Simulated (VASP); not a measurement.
# SiO2 (Cccm) in VASP: settings compared

The runs below take SiO2 through electric field gradients, with PBE, RPBE, r2SCAN.

Program: VASP 6.6.1. These are calculated values, not measurements. Logs are shortened: lines on timing, memory, paths and dates and some standing lists are left out, and cuts for length are marked.

## 1. The cell of the first run

It takes space group Cccm (No. 66, orthorhombic). Conventional cell: a = 10.285 Å, b = 11.994 Å, c = 10.066 Å, α = 90.00°, β = 90.00°, γ = 90.00°. Within 2.1 Å of Si (site symmetry 1) lie 4 O at 1.61 to 1.62 Å. Within 2.2 Å of Si (site symmetry 222) lie 4 O at 1.62 Å. O (site symmetry 1) has 2 Si at 1.62 Å within 2.2 Å. Within 2.2 Å of O (site symmetry m) lie 2 Si at 1.62 Å. O (site symmetry 2) has 2 Si at 1.62 Å within 2.2 Å. Within 2.1 Å of O (site symmetry 2) lie 2 Si at 1.61 Å.

## 2. Electric field gradients, PBE

Input file INCAR:

```
ALGO = Normal ; EDIFF = 1E-8
ENCUT = 520 ; GGA = PE
ISIF = 2 ; ISMEAR = -1
LASPH = T ; LCHARG = F
LEFG = T ; LREAL = Auto
LUSENCCL = F ; LWAVE = F
NBANDS = 101 ; NELM = 60
PREC = Accurate ; SIGMA = 0.02
```

Input file KPOINTS:

```
k-points
0
Gamma
  3 3 3
```

Input file POSCAR:

```
SiO2
1.0
    5.1427302150     -5.9969844750      0.0000000000
    5.1427302150      5.9969844750      0.0000000000
    0.0000000000      0.0000000000     10.0661181600
Si O
10 20
Direct
    0.8210784900      0.3911644100      0.3489713500
    0.6088355900      0.1789215100      0.1510286500
    0.3911644100      0.8210784900      0.1510286500
    0.1789215100      0.6088355900      0.3489713500
    0.1789215100      0.6088355900      0.6510286500
    0.3911644100      0.8210784900      0.8489713500
    0.6088355900      0.1789215100      0.8489713500
    0.8210784900      0.3911644100      0.6510286500
    0.5000000000      0.5000000000      0.2500000000
    0.5000000000      0.5000000000      0.7500000000
    0.6704298200      0.5096419200      0.3406741600
    0.4903580800      0.3295701800      0.1593258400
    0.5096419200      0.6704298200      0.1593258400
    0.3295701800      0.4903580800      0.3406741600
    0.3295701800      0.4903580800      0.6593258400
    0.5096419200      0.6704298200      0.8406741600
    0.4903580800      0.3295701800      0.8406741600
    0.6704298200      0.5096419200      0.6593258400
    0.8378006300      0.3265787100      0.5000000000
    0.6734212900      0.1621993700      0.0000000000
    0.3265787100      0.8378006300      0.0000000000
    0.1621993700      0.6734212900      0.5000000000
    0.7705709500      0.2294290500      0.2500000000
    0.2294290500      0.7705709500      0.2500000000
    0.2294290500      0.7705709500      0.7500000000
    0.7705709500      0.2294290500      0.7500000000
    0.0000000000      0.5000000000      0.3020924800
    0.5000000000      0.0000000000      0.1979075200
    0.0000000000      0.5000000000      0.6979075200
    0.5000000000      0.0000000000      0.8020924800
```

Potentials or basis: VASP PAW PBE potentials, release 64 (Si, O).

Launch:

```console
$ cat potpaw_PBE.64/Si/POTCAR potpaw_PBE.64/O/POTCAR > POTCAR
$ mpirun -np 1 vasp_std > vasp.out
```

OUTCAR:

```text
EDIFF = 1E-8
   ENCUT = 520
   GGA = PE
   ISIF = 2
   ISMEAR = -1
   LASPH = T
   LREAL = Auto
   NELM = 60
   PREC = Accurate

 ion  position               nearest neighbor table
   1  0.821  0.391  0.349-  27 1.61  19 1.62  23 1.62  11 1.62   2 2.96   9 2.97   8 3.04   4 3.08

   2  0.609  0.179  0.151-  28 1.61  20 1.62  23 1.62  12 1.62   1 2.96   9 2.97   7 3.04   3 3.08

   3  0.391  0.821  0.151-  28 1.61  21 1.62  24 1.62  13 1.62   4 2.96   9 2.97   6 3.04   2 3.08
[... 33 lines left out ...]
  29  0.000  0.500  0.698-   5 1.61   8 1.61
  30  0.500  0.000  0.802-   6 1.61   7 1.61

  LATTYP: Found a base centered orthorhombic cell.
 ALAT       =    10.2854604300
 B/A-ratio  =     1.1661090946
 C/A-ratio  =     0.9786745308

  Lattice vectors:

 A1 = (   5.1427302150,  -5.9969844750,   0.0000000000)
 A2 = (   5.1427302150,   5.9969844750,   0.0000000000)
 A3 = (   0.0000000000,   0.0000000000,  10.0661181600)

Analysis of symmetry for initial positions (statically):
=====================================================================
 Subroutine PRICEL returns:
 Original cell was already a primitive cell.

 Routine SETGRP: Setting up the symmetry group for a
 base centered orthorhombic supercell.

 Subroutine GETGRP returns: Found  8 space group operations
 (whereof  4 operations were pure point group operations)
 out of a pool of  8 trial point group operations.

The static configuration has the point symmetry C_2h.
 The point group associated with its full space group is D_2h.

Analysis of symmetry for dynamics (positions and initial velocities):
=====================================================================
 Subroutine PRICEL returns:
 Original cell was already a primitive cell.

 Routine SETGRP: Setting up the symmetry group for a
 base centered orthorhombic supercell.

 Subroutine GETGRP returns: Found  8 space group operations
 (whereof  4 operations were pure point group operations)
 out of a pool of  8 trial point group operations.

The dynamic configuration has the point symmetry C_2h.
 The point group associated with its full space group is D_2h.

 Subroutine INISYM returns: Found  8 space group operations
 (whereof  4 operations are pure point group operations),
 and found     1 'primitive' translations

----------------------------------------------------------------------------------------

                                     Primitive cell

  volume of cell :     620.8957

  direct lattice vectors                    reciprocal lattice vectors
     5.142730215 -5.996984475  0.000000000     0.097224622 -0.083375237  0.000000000
     5.142730215  5.996984475  0.000000000     0.097224622  0.083375237 -0.000000000
     0.000000000  0.000000000 10.066118160    -0.000000000  0.000000000  0.099343161

  length of vectors
     7.900094737  7.900094737 10.066118160     0.128078324  0.128078324  0.099343161

  position of ions in fractional coordinates (direct lattice)
     0.821078490  0.391164410  0.348971350
     0.608835590  0.178921510  0.151028650
     0.391164410  0.821078490  0.151028650
     0.178921510  0.608835590  0.348971350
     0.178921510  0.608835590  0.651028650
     0.391164410  0.821078490  0.848971350
[... 22 lines left out ...]
     0.000000000  0.500000000  0.697907520
     0.500000000  0.000000000  0.802092480

  ion indices of the primitive-cell ions
   primitive index   ion index
                 1           1
                 2           2
                 3           3
                 4           4
                 5           5
                 6           6
[... 22 lines left out ...]
                29          29
                30          30

----------------------------------------------------------------------------------------

[... 34 lines left out ...]
   k-points           NKPTS =      8   k-points in BZ     NKDIM =      8   number of bands    NBANDS=    101
   number of dos      NEDOS =    301   number of ions     NIONS =     30
   total plane-waves  NPLWV = 288000
   dimension x,y,z NGX =    60 NGY =   60 NGZ =   80
   dimension x,y,z NGXF=   120 NGYF=  120 NGZF=  160
   ions per type =              10  20
   NGX,Y,Z   is equivalent  to a cutoff of  12.63, 12.63, 13.21 a.u.
   NGXF,Y,Z  is equivalent  to a cutoff of  25.25, 25.25, 26.42 a.u.
 SYSTEM =  unknown system
   PREC   = accura    normal or accurate (medium, high low for compatibility)
   ISTART =      0    job   : 0-new  1-cont  2-samecut
   ICHARG =      2    charge: 1-file 2-atom 10-const
   ISPIN  =      1    spin polarized calculation?
   LNONCOLLINEAR =      F non collinear calculations
   LSORBIT =      F    spin-orbit coupling
   LASPH  =      T    aspherical Exc in radial PAW
   ENCUT  =  520.0 eV  38.22 Ry    6.18 a.u.  14.69 14.69 18.72*2*pi/ulx,y,z
   NELM   =     60;   NELMIN=  2; NELMDL= -5     # of ELM steps
   EDIFF  = 0.1E-07   stopping-criterion for ELM
   LREAL  =      T    real-space projection
   EDIFFG = 0.1E-06   stopping-criterion for IOM
   NSW    =      0    number of steps for IOM
   IBRION =     -1    ionic relax: 0-MD 1-quasi-New 2-CG
   NFREE  =      0    steps in history (QN), initial steepest desc. (CG)
   ISIF   =      2    stress and relaxation
   ISYM   =      2    0-nonsym 1-usesym 2-fastsym
   POTIM  = 0.5000    time-step for ionic-motion
   TEBEG  =    0.0;   TEEND  =   0.0 temperature during run
   PSTRESS=    0.0 pullay stress
   NELECT =     160.0000    total number of electrons
   NUPDOWN=      -1.0000    fix difference up-down
   EMIN   =  10.00;   EMAX   =-10.00  energy-range for DOS
   EFERMI =   0.00;   METHOD = LEGACY
   ISMEAR =    -1;   SIGMA  =   0.02  broadening in eV -4-tet -1-fermi 0-gaus
   EFERMI_NEDOS =   21; number of points for ismear=-14 and -15
   IALGO  =     38    algorithm
   IMIX   =      4    mixing-type and parameters
     AMIX     =   0.40;   BMIX     =  1.00
     AMIX_MAG =   1.60;   BMIX_MAG =  1.00
  volume/ion in A,a.u.               =      20.70       139.67
  Fermi-wavevector in a.u.,A,eV,Ry     =   1.041778  1.968675 14.766428  1.085302
  Thomas-Fermi vector in A             =   2.176414
   LORBIT       =      0    0 simple, 1 ext, 2 COOP (PROOUT), +10 PAW based schemes
   GGA     = PE    functional components
   LHFCALC =     F    Hartree Fock is set to
   AEXX    =    0.0000 exact exchange contribution
   IVDW    =     0    specifies the selected vdW correction
   LEPSILON=     F    determine dielectric tensor
   LRPA    =     F    only Hartree local field effects (RPA)
 non-spin polarized calculation
  energy-cutoff  :      520.00
  volume of cell :      620.90
 maximum number of plane-waves:     16731
   NGX = 29   NGY = 29   NGZ = 37

 number of electron     160.0000001 magnetization

 Free energy of the ion-electron system (eV)
  ---------------------------------------------------
  ext. energy  EPLUGINS =         0.00000000
  ---------------------------------------------------
  free energy    TOTEN  =      -236.29633838 eV

  energy without entropy =     -236.29633838  energy(sigma->0) =     -236.29633838

 E-fermi :  -1.9778     XC(G=0):  -6.4600

 val. band max:       -2.4925704426   @ k =   0.0000   0.0000   0.0000
 cond. band min:       3.3116596296   @ k =   0.0000   0.0000   0.0000
 fundamental gap:      5.8042300721
 Fermi energy:        -1.9777845243

 k-point     1 :       0.0000    0.0000    0.0000
  band No.  band energies     occupation
      1     -21.9031      2.00000
      2     -21.5824      2.00000
      3     -21.2642      2.00000
      4     -21.2444      2.00000
      5     -20.8397      2.00000
      6     -20.6810      2.00000
[... 749 lines left out ...]
     91       6.7475      0.00000
     92       6.7983      0.00000
 [bands above 92 left out]

------------------------ aborting loop because EDIFF is reached ----------------------------------------

  FORCE on cell =-STRESS in cart. coord.  units (eV):
  Direction    XX          YY          ZZ          XY          YZ          ZX
  --------------------------------------------------------------------------------------
  -------------------------------------------------------------------------------------
  Total       12.1189095     12.1284813     12.5696260     -0.0000000      0.0000000      0.0000000
  in kB       31.2719841     31.2966835     32.4350262     -0.0000000      0.0000000      0.0000000
  external PRESSURE =      31.6678979 kB  Pullay stress =       0.0000000 kB

 VOLUME and BASIS-vectors are now :
 -----------------------------------------------------------------------------
  energy-cutoff  :      520.00
  volume of cell :      620.90
      direct lattice vectors                 reciprocal lattice vectors
     5.142730215 -5.996984475  0.000000000     0.097224622 -0.083375237  0.000000000
     5.142730215  5.996984475  0.000000000     0.097224622  0.083375237 -0.000000000
     0.000000000  0.000000000 10.066118160    -0.000000000  0.000000000  0.099343161

 POSITION                                       TOTAL-FORCE (eV/Angst)
 -----------------------------------------------------------------------------------
      6.23424     -2.57819      3.51279        -0.037047      0.038144     -0.011778
      4.05122     -2.57819      1.52027         0.037047      0.038144      0.011778
      6.23424      2.57819      1.52027        -0.037047     -0.038144      0.011778
      4.05122      2.57819      3.51279         0.037047     -0.038144     -0.011778
      4.05122      2.57819      6.55333         0.037047     -0.038144      0.011778
      6.23424      2.57819      8.54585        -0.037047     -0.038144     -0.011778
[... 22 lines left out ...]
      2.57137      2.99849      7.02522         0.000000     -0.000000      0.322650
      2.57137     -2.99849      8.07396        -0.000000      0.000000     -0.322650
 -----------------------------------------------------------------------------------
    total drift:                                0.000000      0.000000      0.000000

  FREE ENERGIE OF THE ION-ELECTRON SYSTEM (eV)
  ---------------------------------------------------
  free  energy   TOTEN  =      -236.2963383777 eV

  energy  without entropy=     -236.2963383777  energy(sigma->0) =     -236.29633838

 Electric field gradients (V/A^2)
---------------------------------------------------------------------
 ion       V_xx      V_yy      V_zz      V_xy      V_xz      V_yz
---------------------------------------------------------------------
   1      -5.663     9.681    -4.018     8.475    -6.280     3.026
   2      -5.663     9.681    -4.018    -8.475    -6.280    -3.026
   3      -5.663     9.681    -4.018    -8.475     6.280     3.026
   4      -5.663     9.681    -4.018     8.475     6.280    -3.026
   5      -5.663     9.681    -4.018     8.475    -6.280     3.026
   6      -5.663     9.681    -4.018    -8.475    -6.280    -3.026
[... 22 lines left out ...]
  29      79.355   -40.305   -39.050   -35.159     0.000    -0.000
  30      79.355   -40.305   -39.050    35.159     0.000    -0.000
---------------------------------------------------------------------

 Electric field gradients after diagonalization (V/A^2)
 (convention: |V_zz| > |V_xx| > |V_yy|)
----------------------------------------------------------------------
 ion       V_xx      V_yy      V_zz     asymmetry (V_yy - V_xx)/ V_zz
----------------------------------------------------------------------
   1      13.443     0.751   -14.194       0.894
   2      13.443     0.751   -14.194       0.894
   3      13.443     0.751   -14.194       0.894
   4      13.443     0.751   -14.194       0.894
   5      13.443     0.751   -14.194       0.894
   6      13.443     0.751   -14.194       0.894
[... 22 lines left out ...]
  29     -49.871   -39.050    88.921       0.122
  30     -49.871   -39.050    88.921       0.122
----------------------------------------------------------------------

           NMR quadrupolar parameters

 Cq : quadrupolar parameter    Cq=e*Q*V_zz/h
 eta: asymmetry parameters     (V_yy - V_xx)/ V_zz
 Q  : nuclear electric quadrupole moment in mb (millibarn)
----------------------------------------------------------------------
 ion       Cq(MHz)       eta       Q (mb)
----------------------------------------------------------------------
   1      -0.034       0.894       1.000
   2      -0.034       0.894       1.000
   3      -0.034       0.894       1.000
   4      -0.034       0.894       1.000
   5      -0.034       0.894       1.000
   6      -0.034       0.894       1.000
[... 22 lines left out ...]
  29       0.215       0.122       1.000
  30       0.215       0.122       1.000
----------------------------------------------------------------------
```

Run time: 2.4 min. Hardware: 1 × NVIDIA H100 80GB with 1 thread of AMD EPYC 7R13 (Zen 3), shared host; peak memory 1.7 GiB.

What came out:

```
Free energy                             : -236.2963 eV
Pressure                                : 3.2 GPa
Largest force                           : 0.470 eV/Å
Band gap on the k mesh                  : 5.80 eV
Largest electric field gradient by atom : Si -14.2, -21.3 (each value once); O +82.3, +87.2, +84.1, +88.9 (each value once) V/Å²
```

Forces on the atoms (eV/Å):
```
Si  -0.037  0.038 -0.012
Si   0.037  0.038  0.012
Si  -0.037 -0.038  0.012
Si   0.037 -0.038 -0.012
Si   0.037 -0.038  0.012
Si  -0.037 -0.038 -0.012
Si   0.037  0.038 -0.012
Si  -0.037  0.038  0.012
Si   0.000  0.000  0.000
Si   0.000  0.000  0.000
O    0.282  0.222  0.270
O   -0.282  0.222 -0.270
O    0.282 -0.222 -0.270
O   -0.282 -0.222  0.270
O   -0.282 -0.222 -0.270
O    0.282 -0.222  0.270
O   -0.282  0.222  0.270
O    0.282  0.222 -0.270
O   -0.194 -0.309  0.000
O    0.194 -0.309  0.000
O   -0.194  0.309  0.000
O    0.194  0.309  0.000
O    0.000 -0.470  0.000
O    0.000  0.470  0.000
O    0.000  0.470  0.000
O    0.000 -0.470  0.000
O    0.000  0.000 -0.323
O    0.000  0.000  0.323
O    0.000  0.000  0.323
O    0.000  0.000 -0.323
```

Electric field gradients, principal values (V/Å²):
| atom | least | middle | greatest (by size) |
| --- | --- | --- | --- |
| 1 Si | 0.751 | 13.443 | -14.194 |
| 2 Si | 0.751 | 13.443 | -14.194 |
| 3 Si | 0.751 | 13.443 | -14.194 |
| 4 Si | 0.751 | 13.443 | -14.194 |
| 5 Si | 0.751 | 13.443 | -14.194 |
| 6 Si | 0.751 | 13.443 | -14.194 |
| 7 Si | 0.751 | 13.443 | -14.194 |
| 8 Si | 0.751 | 13.443 | -14.194 |
| 9 Si | 8.077 | 13.193 | -21.271 |
| 10 Si | 8.077 | 13.193 | -21.271 |
| 11 O | -32.449 | -49.820 | 82.269 |
| 12 O | -32.449 | -49.820 | 82.269 |
| 13 O | -32.449 | -49.820 | 82.269 |
| 14 O | -32.449 | -49.820 | 82.269 |
| 15 O | -32.449 | -49.820 | 82.269 |
| 16 O | -32.449 | -49.820 | 82.269 |
| 17 O | -32.449 | -49.820 | 82.269 |
| 18 O | -32.449 | -49.820 | 82.269 |
| 19 O | -31.363 | -55.883 | 87.246 |
| 20 O | -31.363 | -55.883 | 87.246 |
| 21 O | -31.363 | -55.883 | 87.246 |
| 22 O | -31.363 | -55.883 | 87.246 |
| 23 O | -31.956 | -52.163 | 84.119 |
| 24 O | -31.956 | -52.163 | 84.119 |
| 25 O | -31.956 | -52.163 | 84.119 |
| 26 O | -31.956 | -52.163 | 84.119 |
| 27 O | -39.050 | -49.871 | 88.921 |
| 28 O | -39.050 | -49.871 | 88.921 |
| 29 O | -39.050 | -49.871 | 88.921 |
| 30 O | -39.050 | -49.871 | 88.921 |

Caveat: the cell stands under pressure; without QUAD_EFG the Cq values of the log hold for a quadrupole moment of 1 mb, not for the nuclei. A k mesh can miss the band edges.

(Continued in part 2 of 2.)
